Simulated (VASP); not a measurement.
# Al2O3 (R-3c) in VASP: further runs

Runs on Al2O3. Level: PBE. Tasks: single point.

All numbers are computed with VASP 6.6.1; they aren't measurements. Logs are shortened: lines on timing, memory, paths and dates and some standing lists are left out, and cuts for length are marked.

## (1) The cell of the first run

Symmetry: R-3c, No. 167, trigonal system. Conventional cell: a = 4.759 Å, b = 4.759 Å, c = 12.995 Å, α = 90.00°, β = 90.00°, γ = 120.00°. Al (site symmetry 3) has 6 O at 1.86 to 1.97 Å within 2.5 Å. Within 2.9 Å of O (site symmetry 2) lie 4 Al at 1.86 to 1.97 Å and 12 O at 2.53 to 2.87 Å.

## (2) Single point, PBE

INCAR

```
SYSTEM = Al2O3
  ALGO = Normal
  EDIFF = 1E-6
  ENCUT = 520
  GGA = PE
  ISIF = 2
  ISMEAR = 0
  LASPH = .True.
  LCHARG = .True.
  LELF = .True.
  LREAL = .False.
  LVHAR = .True.
  LWAVE = .False.
  NBANDS = 35
  NELM = 60
  PREC = Accurate
  SIGMA = 0.01
```

KPOINTS

```
k-points
0
Gamma
  4 4 4
  0 0 0
```

POSCAR

```
Al2O3
1.0
    2.3793212207      1.3737017472      4.3317945566
   -2.3793212207      1.3737017472      4.3317945566
    0.0000000000     -2.7474034945      4.3317945566
Al O
4 6
Direct
    0.3519098052      0.3519098052      0.3519098052
    0.1480901948      0.1480901948      0.1480901948
    0.6480901948      0.6480901948      0.6480901948
    0.8519098052      0.8519098052      0.8519098052
    0.5563680095      0.9436319905      0.2500000000
    0.2500000000      0.5563680095      0.9436319905
    0.9436319905      0.2500000000      0.5563680095
    0.4436319905      0.0563680095      0.7500000000
    0.7500000000      0.4436319905      0.0563680095
    0.0563680095      0.7500000000      0.4436319905
```

Potentials or basis: VASP PAW PBE potentials, release 64 (Al, O).

Started as:

```sh
$ cat potpaw_PBE.64/Al/POTCAR potpaw_PBE.64/O/POTCAR > POTCAR
$ mpirun -np 1 vasp_std > vasp.out
```

OUTCAR:

```text
SYSTEM = Al2O3
   EDIFF = 1E-6
   ENCUT = 520
   GGA = PE
   ISIF = 2
   ISMEAR = 0
   LASPH = .True.
   LREAL = .False.
   NELM = 60
   PREC = Accurate

 ion  position               nearest neighbor table
   1  0.352  0.352  0.352-   9 1.86   8 1.86  10 1.86   7 1.97   6 1.97   5 1.97   2 2.65   3 2.79
                             3 2.79   3 2.79   2 3.22   2 3.22   2 3.22
   2  0.148  0.148  0.148-  10 1.86   8 1.86   9 1.86   6 1.97   7 1.97   5 1.97   1 2.65   4 2.79
                             4 2.79   4 2.79   1 3.22   1 3.22   1 3.22
   3  0.648  0.648  0.648-   6 1.86   5 1.86   7 1.86  10 1.97   9 1.97   8 1.97   4 2.65   1 2.79
                             1 2.79   1 2.79   4 3.22   4 3.22   4 3.22
   4  0.852  0.852  0.852-   7 1.86   5 1.86   6 1.86   9 1.97  10 1.97   8 1.97   3 2.65   2 2.79
                             2 2.79   2 2.79   3 3.22   3 3.22   3 3.22
   5  0.556  0.944  0.250-   3 1.86   4 1.86   1 1.97   2 1.97
   6  0.250  0.556  0.944-   3 1.86   4 1.86   2 1.97   1 1.97
   7  0.944  0.250  0.556-   4 1.86   3 1.86   1 1.97   2 1.97
   8  0.444  0.056  0.750-   1 1.86   2 1.86   3 1.97   4 1.97
   9  0.750  0.444  0.056-   1 1.86   2 1.86   4 1.97   3 1.97
  10  0.056  0.750  0.444-   2 1.86   1 1.86   3 1.97   4 1.97

  LATTYP: Found a trigonal (rhomboedric) cell.
 ALAT       =     5.1295877068
 COS(alpha) =     0.5697001131

  Lattice vectors:

 A1 = (   2.3793212207,   1.3737017472,   4.3317945566)
 A2 = (  -2.3793212207,   1.3737017472,   4.3317945566)
 A3 = (   0.0000000000,  -2.7474034945,   4.3317945566)

Analysis of symmetry for initial positions (statically):
=====================================================================
 Subroutine PRICEL returns:
 Original cell was already a primitive cell.

 Routine SETGRP: Setting up the symmetry group for a
 trigonal (rhombohedral) supercell.

 Subroutine GETGRP returns: Found 12 space group operations
 (whereof  6 operations were pure point group operations)
 out of a pool of 12 trial point group operations.

The static configuration has the point symmetry S_6 .
 The point group associated with its full space group is D_3d.

Analysis of symmetry for dynamics (positions and initial velocities):
=====================================================================
 Subroutine PRICEL returns:
 Original cell was already a primitive cell.

 Routine SETGRP: Setting up the symmetry group for a
 trigonal (rhombohedral) supercell.

 Subroutine GETGRP returns: Found 12 space group operations
 (whereof  6 operations were pure point group operations)
 out of a pool of 12 trial point group operations.

The dynamic configuration has the point symmetry S_6 .
 The point group associated with its full space group is D_3d.

 Subroutine INISYM returns: Found 12 space group operations
 (whereof  6 operations are pure point group operations),
 and found     1 'primitive' translations

----------------------------------------------------------------------------------------

                                     Primitive cell

  volume of cell :      84.9502

  direct lattice vectors                    reciprocal lattice vectors
     2.379321221  1.373701747  4.331794557     0.210143967  0.121326676  0.076950402
    -2.379321221  1.373701747  4.331794557    -0.210143967  0.121326676  0.076950402
     0.000000000 -2.747403494  4.331794557     0.000000000 -0.242653352  0.076950402

  length of vectors
     5.129587707  5.129587707  5.129587707     0.254562396  0.254562396  0.254562396

  position of ions in fractional coordinates (direct lattice)
     0.351909805  0.351909805  0.351909805
     0.148090195  0.148090195  0.148090195
     0.648090195  0.648090195  0.648090195
     0.851909805  0.851909805  0.851909805
     0.556368009  0.943631991  0.250000000
     0.250000000  0.556368009  0.943631991
     0.943631991  0.250000000  0.556368009
     0.443631991  0.056368009  0.750000000
     0.750000000  0.443631991  0.056368009
     0.056368009  0.750000000  0.443631991

  ion indices of the primitive-cell ions
   primitive index   ion index
                 1           1
                 2           2
                 3           3
                 4           4
                 5           5
                 6           6
                 7           7
                 8           8
                 9           9
                10          10

----------------------------------------------------------------------------------------

 KPOINTS: k-points

Automatic generation of k-mesh.
 Grid dimensions read from file:
 generate k-points for:    4    4    4

 Generating k-lattice:

  Cartesian coordinates                     Fractional coordinates (reciprocal lattice)
     0.052535992  0.030331669  0.019237601     0.250000000  0.000000000  0.000000000
    -0.052535992  0.030331669  0.019237601     0.000000000  0.250000000  0.000000000
     0.000000000 -0.060663338  0.019237601     0.000000000  0.000000000  0.250000000

  Length of vectors
     0.063640599  0.063640599  0.063640599

  Shift w.r.t. Gamma in fractional coordinates (k-lattice)
     0.000000000  0.000000000  0.000000000

 Subroutine IBZKPT returns following result:
 ===========================================

 Found     13 irreducible k-points:

 Following reciprocal coordinates:
            Coordinates               Weight
  0.000000  0.000000  0.000000      1.000000
  0.250000 -0.000000  0.000000      6.000000
  0.500000 -0.000000  0.000000      3.000000
  0.250000  0.250000  0.000000      6.000000
  0.500000  0.250000  0.000000     12.000000
 -0.250000  0.250000  0.000000      6.000000
  0.500000  0.500000  0.000000      3.000000
  0.250000  0.250000  0.250000      2.000000
  0.500000  0.250000  0.250000      6.000000
 -0.250000  0.250000  0.250000      6.000000
  0.500000  0.500000  0.250000      6.000000
 -0.250000  0.500000  0.250000      6.000000
  0.500000  0.500000  0.500000      1.000000
   k-points           NKPTS =     13   k-points in BZ     NKDIM =     13   number of bands    NBANDS=     35
   number of dos      NEDOS =    301   number of ions     NIONS =     10
   total plane-waves  NPLWV =  64000
   dimension x,y,z NGX =    40 NGY =   40 NGZ =   40
   dimension x,y,z NGXF=    80 NGYF=   80 NGZF=   80
   ions per type =               4   6
   NGX,Y,Z   is equivalent  to a cutoff of  12.96, 12.96, 12.96 a.u.
   NGXF,Y,Z  is equivalent  to a cutoff of  25.93, 25.93, 25.93 a.u.
 SYSTEM =  Al2O3
   PREC   = accura    normal or accurate (medium, high low for compatibility)
   ISTART =      0    job   : 0-new  1-cont  2-samecut
   ICHARG =      2    charge: 1-file 2-atom 10-const
   ISPIN  =      1    spin polarized calculation?
   LNONCOLLINEAR =      F non collinear calculations
   LSORBIT =      F    spin-orbit coupling
   LASPH  =      T    aspherical Exc in radial PAW
   ENCUT  =  520.0 eV  38.22 Ry    6.18 a.u.   9.54  9.54  9.54*2*pi/ulx,y,z
   NELM   =     60;   NELMIN=  2; NELMDL= -5     # of ELM steps
   EDIFF  = 0.1E-05   stopping-criterion for ELM
   LREAL  =      F    real-space projection
   EDIFFG = 0.1E-04   stopping-criterion for IOM
   NSW    =      0    number of steps for IOM
   IBRION =     -1    ionic relax: 0-MD 1-quasi-New 2-CG
   NFREE  =      0    steps in history (QN), initial steepest desc. (CG)
   ISIF   =      2    stress and relaxation
   ISYM   =      2    0-nonsym 1-usesym 2-fastsym
   POTIM  = 0.5000    time-step for ionic-motion
   TEBEG  =    0.0;   TEEND  =   0.0 temperature during run
   PSTRESS=    0.0 pullay stress
   NELECT =      48.0000    total number of electrons
   NUPDOWN=      -1.0000    fix difference up-down
   EMIN   =  10.00;   EMAX   =-10.00  energy-range for DOS
   EFERMI =   0.00;   METHOD = LEGACY
   ISMEAR =     0;   SIGMA  =   0.01  broadening in eV -4-tet -1-fermi 0-gaus
   EFERMI_NEDOS =   21; number of points for ismear=-14 and -15
   IALGO  =     38    algorithm
   IMIX   =      4    mixing-type and parameters
     AMIX     =   0.40;   BMIX     =  1.00
     AMIX_MAG =   1.60;   BMIX_MAG =  1.00
  volume/ion in A,a.u.               =       8.50        57.33
  Fermi-wavevector in a.u.,A,eV,Ry     =   1.353423  2.557599 24.922541  1.831755
  Thomas-Fermi vector in A             =   2.480680
   LORBIT       =      0    0 simple, 1 ext, 2 COOP (PROOUT), +10 PAW based schemes
   GGA     = PE    functional components
   LHFCALC =     F    Hartree Fock is set to
   AEXX    =    0.0000 exact exchange contribution
   IVDW    =     0    specifies the selected vdW correction
   LEPSILON=     F    determine dielectric tensor
   LRPA    =     F    only Hartree local field effects (RPA)
 non-spin polarized calculation
 Gauss-broadening in eV      SIGMA  =   0.01
  energy-cutoff  :      520.00
  volume of cell :       84.95
 maximum number of plane-waves:      2302
 NGX is ok and might be reduce to    40
   NGX = 19   NGY = 19   NGZ = 19

 number of electron      48.0000013 magnetization

 Free energy of the ion-electron system (eV)
  ---------------------------------------------------
  ext. energy  EPLUGINS =         0.00000000
  ---------------------------------------------------
  free energy    TOTEN  =       -74.74888627 eV

  energy without entropy =      -74.74888627  energy(sigma->0) =      -74.74888627

 E-fermi :   6.2418     XC(G=0): -11.6886

 val. band max:        6.1399138391   @ k =   0.0000   0.0000   0.0000
 cond. band min:      12.3796050175   @ k =   0.0000   0.0000   0.0000
 fundamental gap:      6.2396911784
 Fermi energy:         6.2418017086

 k-point     1 :       0.0000    0.0000    0.0000
  band No.  band energies     occupation
      1     -13.1052      2.00000
      2     -10.7704      2.00000
      3     -10.4863      2.00000
      4     -10.4863      2.00000
      5     -10.1684      2.00000
      6     -10.1684      2.00000
[... 27 lines left out ...]
     34      19.7426      0.00000
     35      20.8022      0.00000
[... 425 lines left out ...]
      5     -10.3468      2.00000
      6     -10.3468      2.00000
[... 27 lines left out ...]
     34      18.8821      0.00000
     35      20.6321      0.00000

------------------------ aborting loop because EDIFF is reached ----------------------------------------

  FORCE on cell =-STRESS in cart. coord.  units (eV):
  Direction    XX          YY          ZZ          XY          YZ          ZX
  --------------------------------------------------------------------------------------
  -------------------------------------------------------------------------------------
  Total        4.0374192      4.0374192      3.7273166      0.0000000     -0.0000000      0.0000000
  in kB       76.1464745     76.1464745     70.2978806      0.0000000     -0.0000000      0.0000000
  external PRESSURE =      74.1969432 kB  Pullay stress =       0.0000000 kB

 VOLUME and BASIS-vectors are now :
 -----------------------------------------------------------------------------
  energy-cutoff  :      520.00
  volume of cell :       84.95
      direct lattice vectors                 reciprocal lattice vectors
     2.379321221  1.373701747  4.331794557     0.210143967  0.121326676  0.076950402
    -2.379321221  1.373701747  4.331794557    -0.210143967  0.121326676  0.076950402
     0.000000000 -2.747403494  4.331794557     0.000000000 -0.242653352  0.076950402

 POSITION                                       TOTAL-FORCE (eV/Angst)
 -----------------------------------------------------------------------------------
      0.00000     -0.00000      4.57320        -0.000000     -0.000000      0.034100
      0.00000     -0.00000      1.92449        -0.000000      0.000000     -0.034100
      0.00000     -0.00000      8.42218        -0.000000      0.000000     -0.034100
      0.00000     -0.00000     11.07089        -0.000000     -0.000000      0.034100
     -0.92143      1.37370      7.58064         0.020279      0.000000     -0.000000
     -0.72895     -1.48483      7.58064        -0.010140      0.017562     -0.000000
      1.65037      0.11113      7.58064        -0.010140     -0.017562     -0.000000
      0.92143     -1.37370      5.41474        -0.020279      0.000000     -0.000000
      0.72895      1.48483      5.41474         0.010140     -0.017562     -0.000000
     -1.65037     -0.11113      5.41474         0.010140      0.017562     -0.000000
 -----------------------------------------------------------------------------------
    total drift:                               -0.000000     -0.000000     -0.000000

  FREE ENERGIE OF THE ION-ELECTRON SYSTEM (eV)
  ---------------------------------------------------
  free  energy   TOTEN  =       -74.7488862746 eV

  energy  without entropy=      -74.7488862746  energy(sigma->0) =      -74.74888627
```

It took 25 s on 1 thread of Intel Xeon 6975P-C (Granite Rapids), shared host; peak memory 0.23 GiB.

What came out:

```
Free energy            : -74.7489 eV
Pressure               : 7.4 GPa
Largest force          : 0.034 eV/Å
Band gap on the k mesh : 6.24 eV
```

Forces in eV/Å, atoms in the order of the input:
```
Al   0.000  0.000  0.034
Al   0.000  0.000 -0.034
Al   0.000  0.000 -0.034
Al   0.000  0.000  0.034
O    0.020  0.000  0.000
O   -0.010  0.018  0.000
O   -0.010 -0.018  0.000
O   -0.020  0.000  0.000
O    0.010 -0.018  0.000
O    0.010  0.018  0.000
```

Caveat: the cell stands under pressure. A hybrid or GW would open this gap; PBE tends to underestimate it.

## (3) Single point, PBE

INCAR

```
PREC     = Accurate       # precision mode
ENCUT    = 520            # plane-wave cutoff, eV
EDIFF    = 1E-6           # SCF threshold, eV
ISMEAR   = 0              # smearing method
SIGMA    = 0.01           # smearing width, eV
LREAL    = F              # projectors in reciprocal space
LASPH    = T              # aspherical terms in the spheres
NELM     = 60             # most SCF steps
ALGO     = Normal         # electronic algorithm
ISIF     = 2              # what is computed and relaxed
LWAVE    = F              # write WAVECAR
LCHARG   = T              # write CHGCAR
GGA      = PE             # functional
LELF     = T              # ELF
LVHAR    = T            
NBANDS   = 35             # bands
```

KPOINTS

```
Automatic mesh
0
Gamma
  4 4 4
```

POSCAR is that of step 2.

Potentials or basis: VASP PAW PBE potentials, release 64 (Al, O).

Started as:

```sh
$ cat potpaw_PBE.64/Al/POTCAR potpaw_PBE.64/O/POTCAR > POTCAR
$ mpirun -np 1 vasp_std > vasp.out
```

Wall time 24 s (1 thread of Intel Xeon 6975P-C (Granite Rapids), shared host); peak memory 0.23 GiB.

It converged, with:

```yaml
Free_energy: -74.7489 eV
Pressure: 7.4 GPa
Largest_force: 0.034 eV/Å
Band_gap_on_the_k_mesh: 6.24 eV
```

Forces on the atoms (eV/Å):
```
Al   0.000  0.000  0.034
Al   0.000  0.000 -0.034
Al   0.000  0.000 -0.034
Al   0.000  0.000  0.034
O    0.020  0.000  0.000
O   -0.010  0.018  0.000
O   -0.010 -0.018  0.000
O   -0.020  0.000  0.000
O    0.010 -0.018  0.000
O    0.010  0.018  0.000
```

Stress tensor (GPa, compression positive):
```
7.61 0.00 0.00
0.00 7.61 0.00
0.00 0.00 7.03
```

Levels at points of the mesh, in eV from the valence-band top:
| k point | band 22 | band 23 | band 24 | band 25 | band 26 | band 27 |
| --- | --- | --- | --- | --- | --- | --- |
| (0.00, 0.00, 0.00) | -0.03 | -0.03 | 0.00 | 6.24 | 9.15 | 10.76 |
| (0.50, 0.00, 0.00) | -0.90 | -0.27 | -0.27 | 9.49 | 9.49 | 9.66 |
| (0.50, 0.50, 0.00) | -0.90 | -0.74 | -0.25 | 9.65 | 9.73 | 9.96 |
| (0.50, 0.50, 0.50) | -0.37 | -0.37 | -0.37 | 8.69 | 8.69 | 11.12 |

Caveat: the cell stands under pressure. Expect the measured gap to be larger: semilocal functionals such as PBE lack the derivative discontinuity.
